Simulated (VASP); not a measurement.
# La (Im-3m) in VASP: a series of runs

The runs below take La through single point, with LDA.

All numbers are computed with VASP 6.6.1; they aren't measurements. Logs are shortened: lines on timing, memory, paths and dates and some standing lists are left out, and cuts for length are marked.

## 1. The cell of the first run

It takes space group Im-3m (No. 229, cubic). Conventional cell: a = 3.208 Å, b = 3.208 Å, c = 3.208 Å, α = 90.00°, β = 90.00°, γ = 90.00°. Within 3.7 Å of La (site symmetry m-3m) lie 14 La at 2.78 to 3.21 Å.

## 2. Single point, LDA

Input file INCAR:

```
PREC = Accurate
ENCUT = 520
EDIFF = 1E-6
ISMEAR = -1
SIGMA = 0.1
LREAL = False
LASPH = True
NELM = 80
ALGO = Normal
ISIF = 2
LWAVE = False
LCHARG = True
LELF = True
LVHAR = True
NBANDS = 12
```

Input file KPOINTS:

```
Automatic mesh
0
Gamma
  17 17 17
```

Input file POSCAR:

```
La
1.0
   -1.6038123092      1.6038123092      1.6038123092
    1.6038123092     -1.6038123092      1.6038123092
    1.6038123092      1.6038123092     -1.6038123092
La
1
Direct
    0.0000000000      0.0000000000      0.0000000000
```

Potentials or basis: VASP PAW LDA potentials, release 64 (La).

Started as:

```console
cat potpaw_LDA.64/La/POTCAR > POTCAR
mpirun -np 1 vasp_std > vasp.out
```

OUTCAR:

```text
PREC = Accurate
   ENCUT = 520
   EDIFF = 1E-6
   ISMEAR = -1
   LREAL = False
   LASPH = True
   NELM = 80
   ISIF = 2

 ion  position               nearest neighbor table
   1  0.000  0.000  0.000-

  LATTYP: Found a body centered cubic cell.
 ALAT       =     3.2076246184

  Lattice vectors:

 A1 = (  -1.6038123092,   1.6038123092,   1.6038123092)
 A2 = (   1.6038123092,  -1.6038123092,   1.6038123092)
 A3 = (   1.6038123092,   1.6038123092,  -1.6038123092)

Analysis of symmetry for initial positions (statically):
=====================================================================
 Subroutine PRICEL returns:
 Original cell was already a primitive cell.

 Routine SETGRP: Setting up the symmetry group for a
 body centered cubic supercell.

 Subroutine GETGRP returns: Found 48 space group operations
 (whereof 48 operations were pure point group operations)
 out of a pool of 48 trial point group operations.

The static configuration has the point symmetry O_h .

Analysis of symmetry for dynamics (positions and initial velocities):
=====================================================================
 Subroutine PRICEL returns:
 Original cell was already a primitive cell.

 Routine SETGRP: Setting up the symmetry group for a
 body centered cubic supercell.

 Subroutine GETGRP returns: Found 48 space group operations
 (whereof 48 operations were pure point group operations)
 out of a pool of 48 trial point group operations.

The dynamic configuration has the point symmetry O_h .

 Subroutine INISYM returns: Found 48 space group operations
 (whereof 48 operations are pure point group operations),
 and found     1 'primitive' translations

----------------------------------------------------------------------------------------

                                     Primitive cell

  volume of cell :      16.5014

  direct lattice vectors                    reciprocal lattice vectors
    -1.603812309  1.603812309  1.603812309     0.000000000  0.311757178  0.311757178
     1.603812309 -1.603812309  1.603812309     0.311757178  0.000000000  0.311757178
     1.603812309  1.603812309 -1.603812309     0.311757178  0.311757178  0.000000000

  length of vectors
     2.777884405  2.777884405  2.777884405     0.440891230  0.440891230  0.440891230

  position of ions in fractional coordinates (direct lattice)
     0.000000000  0.000000000  0.000000000

  ion indices of the primitive-cell ions
   primitive index   ion index
                 1           1

----------------------------------------------------------------------------------------

 KPOINTS: Automatic mesh

Automatic generation of k-mesh.
 Grid dimensions read from file:
 generate k-points for:   17   17   17

 Generating k-lattice:

  Cartesian coordinates                     Fractional coordinates (reciprocal lattice)
     0.000000000  0.018338658  0.018338658     0.058823529  0.000000000  0.000000000
     0.018338658  0.000000000  0.018338658     0.000000000  0.058823529  0.000000000
     0.018338658  0.018338658  0.000000000     0.000000000  0.000000000  0.058823529

  Length of vectors
     0.025934778  0.025934778  0.025934778

  Shift w.r.t. Gamma in fractional coordinates (k-lattice)
     0.000000000  0.000000000  0.000000000

 Subroutine IBZKPT returns following result:
 ===========================================

 Found    165 irreducible k-points:

 Following reciprocal coordinates:
            Coordinates               Weight
  0.000000  0.000000  0.000000      1.000000
  0.058824  0.000000  0.000000     12.000000
  0.117647  0.000000  0.000000     12.000000
  0.176471  0.000000  0.000000     12.000000
  0.235294  0.000000  0.000000     12.000000
  0.294118  0.000000  0.000000     12.000000
[... 16 lines left out ...]
  0.411765  0.117647  0.000000     48.000000
  0.176471  0.176471  0.000000     24.000000
 [... further k-points ...]
   k-points           NKPTS =    165   k-points in BZ     NKDIM =    165   number of bands    NBANDS=     12
   number of dos      NEDOS =    301   number of ions     NIONS =      1
   total plane-waves  NPLWV =  13824
   dimension x,y,z NGX =    24 NGY =   24 NGZ =   24
   dimension x,y,z NGXF=    48 NGYF=   48 NGZF=   48
   ions per type =               1
   NGX,Y,Z   is equivalent  to a cutoff of  14.36, 14.36, 14.36 a.u.
   NGXF,Y,Z  is equivalent  to a cutoff of  28.73, 28.73, 28.73 a.u.
 SYSTEM =  unknown system
   PREC   = accura    normal or accurate (medium, high low for compatibility)
   ISTART =      0    job   : 0-new  1-cont  2-samecut
   ICHARG =      2    charge: 1-file 2-atom 10-const
   ISPIN  =      1    spin polarized calculation?
   LNONCOLLINEAR =      F non collinear calculations
   LSORBIT =      F    spin-orbit coupling
   LASPH  =      T    aspherical Exc in radial PAW
   ENCUT  =  520.0 eV  38.22 Ry    6.18 a.u.   5.17  5.17  5.17*2*pi/ulx,y,z
   NELM   =     80;   NELMIN=  2; NELMDL= -5     # of ELM steps
   EDIFF  = 0.1E-05   stopping-criterion for ELM
   LREAL  =      F    real-space projection
   EDIFFG = 0.1E-04   stopping-criterion for IOM
   NSW    =      0    number of steps for IOM
   IBRION =     -1    ionic relax: 0-MD 1-quasi-New 2-CG
   NFREE  =      0    steps in history (QN), initial steepest desc. (CG)
   ISIF   =      2    stress and relaxation
   ISYM   =      2    0-nonsym 1-usesym 2-fastsym
   POTIM  = 0.5000    time-step for ionic-motion
   TEBEG  =    0.0;   TEEND  =   0.0 temperature during run
   PSTRESS=    0.0 pullay stress
   NELECT =      11.0000    total number of electrons
   NUPDOWN=      -1.0000    fix difference up-down
   EMIN   =  10.00;   EMAX   =-10.00  energy-range for DOS
   EFERMI =   0.00;   METHOD = LEGACY
   ISMEAR =    -1;   SIGMA  =   0.10  broadening in eV -4-tet -1-fermi 0-gaus
   EFERMI_NEDOS =   21; number of points for ismear=-14 and -15
   IALGO  =     38    algorithm
   IMIX   =      4    mixing-type and parameters
     AMIX     =   0.40;   BMIX     =  1.00
     AMIX_MAG =   1.60;   BMIX_MAG =  1.00
  volume/ion in A,a.u.               =      16.50       111.36
  Fermi-wavevector in a.u.,A,eV,Ry     =   1.430097  2.702492 27.826331  2.045178
  Thomas-Fermi vector in A             =   2.549979
   LORBIT       =      0    0 simple, 1 ext, 2 COOP (PROOUT), +10 PAW based schemes
   GGA     = CA    functional components
   LHFCALC =     F    Hartree Fock is set to
   AEXX    =    0.0000 exact exchange contribution
   IVDW    =     0    specifies the selected vdW correction
   LEPSILON=     F    determine dielectric tensor
   LRPA    =     F    only Hartree local field effects (RPA)
 non-spin polarized calculation
  energy-cutoff  :      520.00
  volume of cell :       16.50
 maximum number of plane-waves:       458
 NGX is ok and might be reduce to    24
   NGX = 11   NGY = 11   NGZ = 11

 number of electron      10.9999999 magnetization

 Free energy of the ion-electron system (eV)
  ---------------------------------------------------
  ext. energy  EPLUGINS =         0.00000000
  ---------------------------------------------------
  free energy    TOTEN  =        -3.25275672 eV

  energy without entropy =       -3.21491472  energy(sigma->0) =       -3.23383572

 E-fermi :  18.6288     XC(G=0): -13.5395

 val. band max:       18.5934943262   @ k =  -0.2941   0.2941   0.1176
 cond. band min:      18.6306814014   @ k =  -0.1176   0.1176   0.1176
 fundamental gap:      0.0371870753
 Fermi energy:        18.6287880861

 k-point     1 :       0.0000    0.0000    0.0000
  band No.  band energies     occupation
      1     -15.7314      2.00000
      2       7.0527      2.00000
      3       7.0527      2.00000
      4       7.0527      2.00000
      5      20.0537      0.00000
      6      20.0537      0.00000
      7      20.0537      0.00000
      8      20.5322      0.00000
      9      21.0478      0.00000
     10      21.0478      0.00000
     11      21.0478      0.00000
     12      23.5634      0.00000

 k-point     2 :       0.0588    0.0000    0.0000
  band No.  band energies     occupation
      1     -15.6602      2.00000
      2       6.6395      2.00000
      3       6.9178      2.00000
      4       7.0347      2.00000
      5      19.6387      0.00008
      6      19.7552      0.00003
      7      20.0359      0.00000
      8      20.8127      0.00000
      9      21.1708      0.00000
     10      21.3041      0.00000
     11      21.4526      0.00000
     12      23.4818      0.00000

 k-point     3 :       0.1176    0.0000    0.0000
  band No.  band energies     occupation
      1     -15.4499      2.00000
      2       5.5529      2.00000
      3       6.5519      2.00000
      4       6.9824      2.00000
      5      18.8949      0.13056
      6      19.2112      0.00589
      7      20.0030      0.00000
      8      21.1968      0.00000
      9      21.4472      0.00000
     10      21.7278      0.00000
     11      22.4057      0.00000
     12      23.3307      0.00000
[... 286 lines left out ...]
 k-point    23 :       0.4118    0.1176    0.0000
  band No.  band energies     occupation
      1     -12.7533      2.00000
      2      -1.7674      2.00000
      3       3.3450      2.00000
      4       5.9053      2.00000
      5      16.4443      2.00000
      6      18.0570      1.99345
      7      20.5233      0.00000
      8      21.2128      0.00000
      9      22.2980      0.00000
     10      22.9621      0.00000
     11      23.2690      0.00000
     12      23.5046      0.00000

 k-point    24 :       0.1765    0.1765    0.0000
  band No.  band energies     occupation
      1     -14.0242      2.00000
      2       1.1670      2.00000
      3       4.3220      2.00000
      4       6.0775      2.00000
      5      17.5956      1.99993
      6      18.3728      1.85651
      7      20.4840      0.00000
      8      21.2068      0.00000
      9      21.8859      0.00000
     10      22.4212      0.00000
     11      23.1611      0.00000
     12      23.7184      0.00000

 [... further k-points ...]

------------------------ aborting loop because EDIFF is reached ----------------------------------------

  FORCE on cell =-STRESS in cart. coord.  units (eV):
  Direction    XX          YY          ZZ          XY          YZ          ZX
  --------------------------------------------------------------------------------------
  -------------------------------------------------------------------------------------
  Total        9.4663570      9.4663570      9.4663570     -0.0000000      0.0000000      0.0000000
  in kB      919.1213216    919.1213216    919.1213216     -0.0000000      0.0000000      0.0000000
  external PRESSURE =     919.1213216 kB  Pullay stress =       0.0000000 kB

 VOLUME and BASIS-vectors are now :
 -----------------------------------------------------------------------------
  energy-cutoff  :      520.00
  volume of cell :       16.50
      direct lattice vectors                 reciprocal lattice vectors
    -1.603812309  1.603812309  1.603812309     0.000000000  0.311757178  0.311757178
     1.603812309 -1.603812309  1.603812309     0.311757178  0.000000000  0.311757178
     1.603812309  1.603812309 -1.603812309     0.311757178  0.311757178  0.000000000

 POSITION                                       TOTAL-FORCE (eV/Angst)
 -----------------------------------------------------------------------------------
      0.00000      0.00000      0.00000        -0.000000      0.000000     -0.000000
 -----------------------------------------------------------------------------------
    total drift:                               -0.000000     -0.000000      0.000000

  FREE ENERGIE OF THE ION-ELECTRON SYSTEM (eV)
  ---------------------------------------------------
  free  energy   TOTEN  =        -3.2527567198 eV

  energy  without entropy=       -3.2149147217  energy(sigma->0) =       -3.23383572
```

Run time: 26 s. Hardware: 1 thread of AMD EPYC 9R45 (Zen 5), shared host; peak memory 0.14 GiB.

What came out:

* Free energy: -3.2528 eV
* Pressure: 91.9 GPa

Caveat: spin-orbit coupling is left out, which moves the levels of the heavy elements.

## 3. Single point, LDA

Input file INCAR:

```
  PREC = Accurate
  ENCUT = 520
  EDIFF = 1E-6
  ISMEAR = -1
  SIGMA = 0.1
  LREAL = False
  LASPH = True
  NELM = 60
  ALGO = Normal
  ISIF = 2
  LWAVE = False
  LCHARG = False
  NBANDS = 12
```

Input file KPOINTS:

```
regular mesh
0
Gamma
  17 17 17
```

Input file POSCAR:

```
La
1.0
   -1.6033376814      1.6033376814      1.6033376814
    1.6033376814     -1.6033376814      1.6033376814
    1.6033376814      1.6033376814     -1.6033376814
La
1
Direct
    0.0000000000      0.0000000000      0.0000000000
```

Potentials or basis: VASP PAW LDA potentials, release 64 (La).

Started as:

```console
cat potpaw_LDA.64/La/POTCAR > POTCAR
mpirun -np 1 vasp_std > vasp.out
```

Run time: 25 s. Hardware: 1 thread of AMD EPYC 9R45 (Zen 5), shared host; peak memory 0.14 GiB.

It converged, with:

```yaml
Free_energy: -3.2443 eV
Pressure: 92.3 GPa
```

Levels at points of the mesh, in eV from the Fermi level:
```csv
k point,band 4,band 5,band 6,band 7,band 8,band 9
"(0.00, 0.00, 0.00)",-11.57,1.42,1.42,1.42,1.92,2.42
```

Caveat: spin-orbit coupling is left out, which moves the levels of the heavy elements.
